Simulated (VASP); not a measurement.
A run of VASP 6.6.1 is set up as follows.

Contents of INCAR:

```
  PREC = Accurate
  ENCUT = 520
  EDIFF = 1E-6
  ISMEAR = 0
  SIGMA = 0.05
  LREAL = False
  LASPH = True
  NELM = 60
  ALGO = Normal
  ISIF = 2
  LWAVE = False
  LCHARG = False
  GGA = PS
  NBANDS = 11
```

File KPOINTS:

```
regular mesh
0
Gamma
  8 8 8
```

File POSCAR:

```
MgS
1.0
    0.0000000000      2.6016500000      2.6016500000
    2.6016500000      0.0000000000      2.6016500000
    2.6016500000      2.6016500000      0.0000000000
Mg S
1 1
Direct
    0.0000000000      0.0000000000      0.0000000000
    0.4759767840      0.4759767840      0.5240232160
```

Potentials or basis: VASP PAW PBE potentials, release 64 (Mg, S).

Run with:

```bash
$ cat potpaw_PBE.64/Mg/POTCAR potpaw_PBE.64/S/POTCAR > POTCAR
$ mpirun -np 1 vasp_std > vasp.out
```

Q: Predict the largest force.

A: 0.382 eV/Å.

Q: Estimate the band gap on the k mesh.

A: 2.71 eV, indirect (least direct gap 3.59 eV).

Q: What does it give for the pressure?

A: -0.6 GPa.

Forces on the atoms (eV/Å):
```
Mg   0.000  0.000 -0.382
S    0.000  0.000  0.382
```

Caveat: the cell differs from its parent crystal (all S atoms moved +0.125 Å, as atom 2 towards its neighbour atom 1 (Mg) at 2.602 Å); the PAW data sets were made with another functional, which shifts forces and pressure a little. A k mesh can miss the band edges.
